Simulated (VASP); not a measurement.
# KF (P6_3/mmc) in VASP: further runs

KF is run at these levels: PBEsol, r2SCAN+rVV10; tasks: single point.

Everything below comes from runs of VASP 6.6.1. Logs are shortened: lines on timing, memory, paths and dates and some standing lists are left out, and cuts for length are marked.

**1. The cell of the first run**

It takes space group P6_3/mmc (No. 194, hexagonal). Conventional cell: a = 4.465 Å, b = 4.465 Å, c = 5.261 Å, α = 90.00°, β = 90.00°, γ = 120.00°. K (site symmetry -6m2) has 5 F at 2.58 to 2.63 Å within 3.4 Å. Within 3.4 Å of F (site symmetry -6m2) lie 5 K at 2.58 to 2.63 Å.

**2. Single point, PBEsol**

File INCAR:

```
SYSTEM = KF
PREC = Accurate ; ENCUT = 520
EDIFF = 1E-6 ; ISMEAR = -1
SIGMA = 0.03 ; LREAL = .FALSE.
LASPH = .TRUE. ; NELM = 80
ALGO = Normal ; ISIF = 2
LWAVE = .FALSE. ; LCHARG = .TRUE.
GGA = PS ; LELF = .TRUE.
LVHAR = .TRUE. ; NBANDS = 24
```

File KPOINTS:

```
Automatic mesh
0
G
  6 6 4
  0 0 0
```

File POSCAR:

```
KF
1.0
    4.4650273624      0.0000000000      0.0000000000
   -2.2325136812      3.8668271244      0.0000000000
    0.0000000000      0.0000000000      5.2611400885
K F
2 2
Direct
    0.3333333333      0.6666666667     -0.0625031413
    0.6666666667      0.3333333333      0.4374968587
    0.3333333333      0.6666666667      0.4375031413
    0.6666666667      0.3333333333      0.9375031413
```

Potentials or basis: VASP PAW PBE potentials, release 64 (K_sv, F).

Launch:

```
cat potpaw_PBE.64/K_sv/POTCAR potpaw_PBE.64/F/POTCAR > POTCAR
mpirun -np 1 vasp_std > vasp.out
```

OUTCAR:

```text
SYSTEM = KF
   PREC = Accurate
   ENCUT = 520
   EDIFF = 1E-6
   ISMEAR = -1
   LREAL = .FALSE.
   LASPH = .TRUE.
   NELM = 80
   ISIF = 2
   GGA = PS

 ion  position               nearest neighbor table
   1  0.333  0.667  0.937-   4 2.58   4 2.58   4 2.58   3 2.63   3 2.63   2 3.68   2 3.68   2 3.68
                             2 3.68   2 3.68   2 3.68
   2  0.667  0.333  0.437-   3 2.58   3 2.58   3 2.58   4 2.63   4 2.63   1 3.68   1 3.68   1 3.68
                             1 3.68   1 3.68   1 3.68
   3  0.333  0.667  0.438-   2 2.58   2 2.58   2 2.58   1 2.63   1 2.63
   4  0.667  0.333  0.938-   1 2.58   1 2.58   1 2.58   2 2.63   2 2.63

  LATTYP: Found a hexagonal cell.
 ALAT       =     4.4650273624
 C/A-ratio  =     1.1782996299

  Lattice vectors:

 A1 = (   4.4650273624,   0.0000000000,   0.0000000000)
 A2 = (  -2.2325136812,   3.8668271244,   0.0000000000)
 A3 = (   0.0000000000,   0.0000000000,   5.2611400885)

Analysis of symmetry for initial positions (statically):
=====================================================================
 Subroutine PRICEL returns:
 Original cell was already a primitive cell.

 Routine SETGRP: Setting up the symmetry group for a
 hexagonal supercell.

 Subroutine GETGRP returns: Found 12 space group operations
 (whereof  6 operations were pure point group operations)
 out of a pool of 24 trial point group operations.

The static configuration has the point symmetry C_3v.
 The point group associated with its full space group is C_6v.

Analysis of symmetry for dynamics (positions and initial velocities):
=====================================================================
 Subroutine PRICEL returns:
 Original cell was already a primitive cell.

 Routine SETGRP: Setting up the symmetry group for a
 hexagonal supercell.

 Subroutine GETGRP returns: Found 12 space group operations
 (whereof  6 operations were pure point group operations)
 out of a pool of 24 trial point group operations.

The dynamic configuration has the point symmetry C_3v.
 The point group associated with its full space group is C_6v.

 Subroutine INISYM returns: Found 12 space group operations
 (whereof  6 operations are pure point group operations),
 and found     1 'primitive' translations

----------------------------------------------------------------------------------------

                                     Primitive cell

  volume of cell :      90.8362

  direct lattice vectors                    reciprocal lattice vectors
     4.465027362  0.000000000  0.000000000     0.223962793  0.129304979  0.000000000
    -2.232513681  3.866827124  0.000000000     0.000000000  0.258609958  0.000000000
     0.000000000  0.000000000  5.261140089     0.000000000  0.000000000  0.190072871

  length of vectors
     4.465027362  4.465027362  5.261140089     0.258609958  0.258609958  0.190072871

  position of ions in fractional coordinates (direct lattice)
     0.333333333  0.666666667  0.937496859
     0.666666667  0.333333333  0.437496859
     0.333333333  0.666666667  0.437503141
     0.666666667  0.333333333  0.937503141

  ion indices of the primitive-cell ions
   primitive index   ion index
                 1           1
                 2           2
                 3           3
                 4           4

----------------------------------------------------------------------------------------

 KPOINTS: Automatic mesh

Automatic generation of k-mesh.
 Grid dimensions read from file:
 generate k-points for:    6    6    4

 Generating k-lattice:

  Cartesian coordinates                     Fractional coordinates (reciprocal lattice)
     0.037327132  0.021550830  0.000000000     0.166666667  0.000000000  0.000000000
     0.000000000  0.043101660  0.000000000     0.000000000  0.166666667  0.000000000
     0.000000000  0.000000000  0.047518218     0.000000000  0.000000000  0.250000000

  Length of vectors
     0.043101660  0.043101660  0.047518218

  Shift w.r.t. Gamma in fractional coordinates (k-lattice)
     0.000000000  0.000000000  0.000000000

 Subroutine IBZKPT returns following result:
 ===========================================

 Found     21 irreducible k-points:

 Following reciprocal coordinates:
            Coordinates               Weight
  0.000000  0.000000  0.000000      1.000000
  0.166667  0.000000  0.000000      6.000000
  0.333333  0.000000  0.000000      6.000000
  0.500000  0.000000  0.000000      3.000000
  0.166667  0.166667  0.000000      6.000000
  0.333333  0.166667  0.000000     12.000000
[... 13 lines left out ...]
  0.333333  0.166667  0.500000     12.000000
  0.333333  0.333333  0.500000      2.000000
   k-points           NKPTS =     21   k-points in BZ     NKDIM =     21   number of bands    NBANDS=     24
   number of dos      NEDOS =    301   number of ions     NIONS =      4
   total plane-waves  NPLWV =  51840
   dimension x,y,z NGX =    36 NGY =   36 NGZ =   40
   dimension x,y,z NGXF=    72 NGYF=   72 NGZF=   80
   ions per type =               2   2
   NGX,Y,Z   is equivalent  to a cutoff of  13.40, 13.40, 12.64 a.u.
   NGXF,Y,Z  is equivalent  to a cutoff of  26.81, 26.81, 25.28 a.u.
 SYSTEM =  KF
   PREC   = accura    normal or accurate (medium, high low for compatibility)
   ISTART =      0    job   : 0-new  1-cont  2-samecut
   ICHARG =      2    charge: 1-file 2-atom 10-const
   ISPIN  =      1    spin polarized calculation?
   LNONCOLLINEAR =      F non collinear calculations
   LSORBIT =      F    spin-orbit coupling
   LASPH  =      T    aspherical Exc in radial PAW
   ENCUT  =  520.0 eV  38.22 Ry    6.18 a.u.   8.30  8.30  9.78*2*pi/ulx,y,z
   NELM   =     80;   NELMIN=  2; NELMDL= -5     # of ELM steps
   EDIFF  = 0.1E-05   stopping-criterion for ELM
   LREAL  =      F    real-space projection
[... 7 lines left out ...]
   TEBEG  =    0.0;   TEEND  =   0.0 temperature during run
   PSTRESS=    0.0 pullay stress
   NELECT =      32.0000    total number of electrons
   NUPDOWN=      -1.0000    fix difference up-down
   EMIN   =  10.00;   EMAX   =-10.00  energy-range for DOS
   EFERMI =   0.00;   METHOD = LEGACY
   ISMEAR =    -1;   SIGMA  =   0.03  broadening in eV -4-tet -1-fermi 0-gaus
   EFERMI_NEDOS =   21; number of points for ismear=-14 and -15
   IALGO  =     38    algorithm
   IMIX   =      4    mixing-type and parameters
     AMIX     =   0.40;   BMIX     =  1.00
     AMIX_MAG =   1.60;   BMIX_MAG =  1.00
  volume/ion in A,a.u.               =      22.71       153.25
  Fermi-wavevector in a.u.,A,eV,Ry     =   1.156215  2.184929 18.188717  1.336833
  Thomas-Fermi vector in A             =   2.292837
   LORBIT       =      0    0 simple, 1 ext, 2 COOP (PROOUT), +10 PAW based schemes
   GGA     = PS    functional components
   LHFCALC =     F    Hartree Fock is set to
   AEXX    =    0.0000 exact exchange contribution
   IVDW    =     0    specifies the selected vdW correction
   LEPSILON=     F    determine dielectric tensor
   LRPA    =     F    only Hartree local field effects (RPA)
 non-spin polarized calculation
  energy-cutoff  :      520.00
  volume of cell :       90.84
 maximum number of plane-waves:      2473
 NGX is ok and might be reduce to    36
   NGX = 17   NGY = 17   NGZ = 19

 number of electron      32.0000008 magnetization

 Free energy of the ion-electron system (eV)
  ---------------------------------------------------
  ext. energy  EPLUGINS =         0.00000000
  ---------------------------------------------------
  free energy    TOTEN  =       -16.87141128 eV

  energy without entropy =      -16.87141128  energy(sigma->0) =      -16.87141128

 E-fermi :  -2.6887     XC(G=0):  -7.5521

 val. band max:       -3.3878953376   @ k =   0.0000   0.0000   0.0000
 cond. band min:       2.0569141271   @ k =   0.0000   0.0000   0.0000
 fundamental gap:      5.4448094647
 Fermi energy:        -2.6887064890

 k-point     1 :       0.0000    0.0000    0.0000
  band No.  band energies     occupation
      1     -29.3904      2.00000
      2     -29.2672      2.00000
      3     -21.9545      2.00000
      4     -21.9278      2.00000
      5     -13.2536      2.00000
      6     -13.0145      2.00000
[... 16 lines left out ...]
     23       7.8619      0.00000
     24       8.5688      0.00000

 k-point     2 :       0.1667    0.0000    0.0000
  band No.  band energies     occupation
      1     -29.3791      2.00000
      2     -29.2703      2.00000
      3     -21.9679      2.00000
      4     -21.9439      2.00000
      5     -13.2186      2.00000
      6     -13.0380      2.00000
[... 16 lines left out ...]
     23       7.7998      0.00000
     24       8.8239      0.00000

 k-point     3 :       0.3333    0.0000    0.0000
  band No.  band energies     occupation
      1     -29.3520      2.00000
      2     -29.2807      2.00000
      3     -21.9939      2.00000
      4     -21.9774      2.00000
      5     -13.1295      2.00000
      6     -13.0810      2.00000
[... 16 lines left out ...]
     23       8.0985      0.00000
     24       8.1693      0.00000

 k-point     4 :       0.5000    0.0000    0.0000
  band No.  band energies     occupation
      1     -29.3327      2.00000
      2     -29.2916      2.00000
      3     -22.0055      2.00000
      4     -21.9956      2.00000
      5     -13.1011      2.00000
      6     -13.0593      2.00000
[... 16 lines left out ...]
     23       8.3280      0.00000
     24       8.4111      0.00000

 k-point     5 :       0.1667    0.1667    0.0000
  band No.  band energies     occupation
      1     -29.3596      2.00000
      2     -29.2772      2.00000
      3     -21.9877      2.00000
      4     -21.9689      2.00000
      5     -13.1555      2.00000
      6     -13.0894      2.00000
[... 16 lines left out ...]
     23       8.1604      0.00000
     24       8.2582      0.00000

 k-point     6 :       0.3333    0.1667    0.0000
  band No.  band energies     occupation
      1     -29.3328      2.00000
      2     -29.2916      2.00000
      3     -22.0054      2.00000
      4     -21.9955      2.00000
      5     -13.1430      2.00000
      6     -13.0598      2.00000
[... 16 lines left out ...]
     23       7.9572      0.00000
     24       8.6025      0.00000
[... 298 lines left out ...]
 k-point    18 :       0.5000    0.0000    0.5000
  band No.  band energies     occupation
      1     -29.3084      2.00000
      2     -29.3084      2.00000
      3     -22.0333      2.00000
      4     -22.0333      2.00000
      5     -12.9601      2.00000
      6     -12.9601      2.00000
[... 16 lines left out ...]
     23       8.1324      0.00000
     24       8.1324      0.00000

 k-point    19 :       0.1667    0.1667    0.5000
  band No.  band energies     occupation
      1     -29.3149      2.00000
      2     -29.3149      2.00000
      3     -22.0106      2.00000
      4     -22.0106      2.00000
      5     -12.9576      2.00000
      6     -12.9576      2.00000
[... 16 lines left out ...]
     23       8.4728      0.00000
     24       8.4728      0.00000

 k-point    20 :       0.3333    0.1667    0.5000
  band No.  band energies     occupation
      1     -29.3084      2.00000
      2     -29.3084      2.00000
      3     -22.0332      2.00000
      4     -22.0332      2.00000
      5     -12.9906      2.00000
      6     -12.9906      2.00000
[... 16 lines left out ...]
     23       8.2115      0.00000
     24       8.2115      0.00000

 k-point    21 :       0.3333    0.3333    0.5000
  band No.  band energies     occupation
      1     -29.3062      2.00000
      2     -29.3062      2.00000
      3     -22.0406      2.00000
      4     -22.0406      2.00000
      5     -13.0167      2.00000
      6     -13.0167      2.00000
[... 16 lines left out ...]
     23       8.1672      0.00000
     24       8.1672      0.00000

------------------------ aborting loop because EDIFF is reached ----------------------------------------

  FORCE on cell =-STRESS in cart. coord.  units (eV):
  Direction    XX          YY          ZZ          XY          YZ          ZX
  --------------------------------------------------------------------------------------
  -------------------------------------------------------------------------------------
  Total        0.0258971      0.0258971      0.0347696      0.0000000      0.0000000      0.0000000
  in kB        0.4567756      0.4567756      0.6132695      0.0000000      0.0000000      0.0000000
  external PRESSURE =       0.5089402 kB  Pullay stress =       0.0000000 kB

 VOLUME and BASIS-vectors are now :
 -----------------------------------------------------------------------------
  energy-cutoff  :      520.00
  volume of cell :       90.84
      direct lattice vectors                 reciprocal lattice vectors
     4.465027362  0.000000000  0.000000000     0.223962793  0.129304979  0.000000000
    -2.232513681  3.866827124  0.000000000     0.000000000  0.258609958  0.000000000
     0.000000000  0.000000000  5.261140089     0.000000000  0.000000000  0.190072871

 POSITION                                       TOTAL-FORCE (eV/Angst)
 -----------------------------------------------------------------------------------
     -0.00000      2.57788      4.93230         0.000000     -0.000000      0.000056
      2.23251      1.28894      2.30173         0.000000      0.000000      0.000056
     -0.00000      2.57788      2.30177        -0.000000      0.000000     -0.000056
      2.23251      1.28894      4.93234         0.000000     -0.000000     -0.000056
 -----------------------------------------------------------------------------------
    total drift:                               -0.000000      0.000000     -0.000007

  FREE ENERGIE OF THE ION-ELECTRON SYSTEM (eV)
  ---------------------------------------------------
  free  energy   TOTEN  =       -16.8714112845 eV

  energy  without entropy=      -16.8714112845  energy(sigma->0) =      -16.87141128
```

Wall time 51 s (1 thread of Intel Xeon 6975P-C (Granite Rapids), shared host); peak memory 0.23 GiB.

What came out:

```
Free energy            : -16.8714 eV
Pressure               : 0.1 GPa
Band gap on the k mesh : 5.44 eV
```

Caveat: the structure was generated, so it needn't be the stable form of KF; the PAW data sets were made with another functional, which shifts forces and pressure a little.

**3. Single point, r2SCAN+rVV10**

This run uses another cell than the first one, of 22.55 Å³/atom.

File POSCAR:

```
KF
1.0
    4.4561374871      0.0000000000      0.0000000000
   -2.2280687436      3.8591282666      0.0000000000
    0.0000000000      0.0000000000      5.2461796148
K F
2 2
Direct
    0.3333333333      0.6666666667     -0.0625000000
    0.6666666667      0.3333333333      0.4375000000
    0.3333333333      0.6666666667      0.4375000000
    0.6666666667      0.3333333333      0.9375000000
```

File INCAR.step1:

```
PREC     = Accurate       # precision mode
ENCUT    = 520            # plane-wave cutoff, eV
ISMEAR   = -1             # smearing method
SIGMA    = 0.03           # smearing width, eV
LREAL    = False          # projectors in reciprocal space
LASPH    = True           # aspherical terms in the spheres
NELM     = 80             # most SCF steps
NBANDS   = 24             # bands
GGA      = PE             # functional
ALGO     = Normal         # electronic algorithm
EDIFF    = 1E-4           # SCF threshold, eV
LWAVE    = True           # write WAVECAR
LCHARG   = False          # write CHGCAR
```

File INCAR.step2:

```
PREC     = Accurate       # precision mode
ENCUT    = 520            # plane-wave cutoff, eV
EDIFF    = 1E-6           # SCF threshold, eV
ISMEAR   = -1             # smearing method
SIGMA    = 0.03           # smearing width, eV
LREAL    = False          # projectors in reciprocal space
LASPH    = True           # aspherical terms in the spheres
NELM     = 80             # most SCF steps
ALGO     = Normal         # electronic algorithm
ISIF     = 2              # what is computed and relaxed
LWAVE    = False          # write WAVECAR
LCHARG   = False          # write CHGCAR
METAGGA  = R2SCAN         # meta-GGA
LMIXTAU  = True         
LUSE_VDW = True         
IVDW_NL  = 2            
BPARAM   = 11.95        
CPARAM   = 0.0093       
NBANDS   = 24             # bands
ISTART   = 1
```

File KPOINTS:

```
regular mesh
0
Gamma
  12 12 6
```

Potentials or basis: VASP PAW PBE potentials, release 64 (K_sv, F).

Launch:

```
cat potpaw_PBE.64/K_sv/POTCAR potpaw_PBE.64/F/POTCAR > POTCAR
cp INCAR.step1 INCAR
mpirun -np 1 vasp_std > vasp.out
cp INCAR.step2 INCAR
mpirun -np 1 vasp_std > vasp.out
```

OUTCAR:

```text
PREC = Accurate
   ENCUT = 520
   EDIFF = 1E-6
   ISMEAR = -1
   LREAL = False
   LASPH = True
   NELM = 80
   ISIF = 2
   METAGGA = R2SCAN
   IVDW_NL = 2
   BPARAM = 11.95
   ISTART = 1

 ion  position               nearest neighbor table
   1  0.333  0.667  0.938-   4 2.57   4 2.57   4 2.57   3 2.62   3 2.62   2 3.67   2 3.67   2 3.67
                             2 3.67   2 3.67   2 3.67
   2  0.667  0.333  0.438-   3 2.57   3 2.57   3 2.57   4 2.62   4 2.62   1 3.67   1 3.67   1 3.67
                             1 3.67   1 3.67   1 3.67
   3  0.333  0.667  0.438-   2 2.57   2 2.57   2 2.57   1 2.62   1 2.62
   4  0.667  0.333  0.938-   1 2.57   1 2.57   1 2.57   2 2.62   2 2.62

  LATTYP: Found a hexagonal cell.
 ALAT       =     4.4561374871
 C/A-ratio  =     1.1772930324

  Lattice vectors:

 A1 = (   4.4561374871,   0.0000000000,   0.0000000000)
 A2 = (  -2.2280687436,   3.8591282666,   0.0000000000)
 A3 = (   0.0000000000,   0.0000000000,   5.2461796148)

Analysis of symmetry for initial positions (statically):
[... 175 lines left out ...]
  ext. energy  EPLUGINS =         0.00000000
  ---------------------------------------------------
  free energy    TOTEN  =       -28.56503228 eV

  energy without entropy =      -28.56503228  energy(sigma->0) =      -28.56503228

 E-fermi :  -3.1099     XC(G=0):  -7.9648

 val. band max:       -3.8079999935   @ k =   0.0000   0.0000   0.0000
 cond. band min:       2.0287653562   @ k =   0.0000   0.0000   0.0000
 fundamental gap:      5.8367653497
 Fermi energy:        -3.1098897654

 k-point     1 :       0.0000    0.0000    0.0000
  band No.  band energies     occupation
      1     -30.9276      2.00000
      2     -30.8042      2.00000
      3     -23.6489      2.00000
      4     -23.6164      2.00000
      5     -13.9468      2.00000
      6     -13.7154      2.00000
[... 637 lines left out ...]
     23       8.6055      0.00000
     24       8.8599      0.00000

 [... further k-points ...]
[... 5 lines left out ...]
  --------------------------------------------------------------------------------------
  -------------------------------------------------------------------------------------
  Total       -0.0028230     -0.0028230      0.0030325      0.0000000      0.0000000      0.0000000
  in kB       -0.0501342     -0.0501342      0.0538539      0.0000000      0.0000000      0.0000000
  external PRESSURE =      -0.0154715 kB  Pullay stress =       0.0000000 kB

 VOLUME and BASIS-vectors are now :
 -----------------------------------------------------------------------------
  energy-cutoff  :      520.00
  volume of cell :       90.22
      direct lattice vectors                 reciprocal lattice vectors
     4.456137487  0.000000000  0.000000000     0.224409593  0.129562939  0.000000000
    -2.228068744  3.859128267  0.000000000     0.000000000  0.259125878  0.000000000
     0.000000000  0.000000000  5.246179615     0.000000000  0.000000000  0.190614899

 POSITION                                       TOTAL-FORCE (eV/Angst)
 -----------------------------------------------------------------------------------
     -0.00000      2.57275      4.91829        -0.000000      0.000000      0.000000
      2.22807      1.28638      2.29520        -0.000000      0.000000      0.000000
     -0.00000      2.57275      2.29520        -0.000000     -0.000000      0.000000
      2.22807      1.28638      4.91829         0.000000     -0.000000      0.000000
 -----------------------------------------------------------------------------------
    total drift:                               -0.000000      0.000000      0.000000

  FREE ENERGIE OF THE ION-ELECTRON SYSTEM (eV)
  ---------------------------------------------------
  free  energy   TOTEN  =       -28.5650322764 eV

  energy  without entropy=      -28.5650322764  energy(sigma->0) =      -28.56503228
```

Run time: 9.5 min. Hardware: 1 thread of Intel Xeon 6975P-C (Granite Rapids), shared host; peak memory 0.5 GiB.

Results:

```yaml
Free_energy: -28.5650 eV
Pressure: 0.0 GPa
Band_gap_on_the_k_mesh: 5.84 eV
```

Caveat: the structure was generated, so it needn't be the stable form of KF; the PAW data sets were made with another functional, which shifts forces and pressure a little.
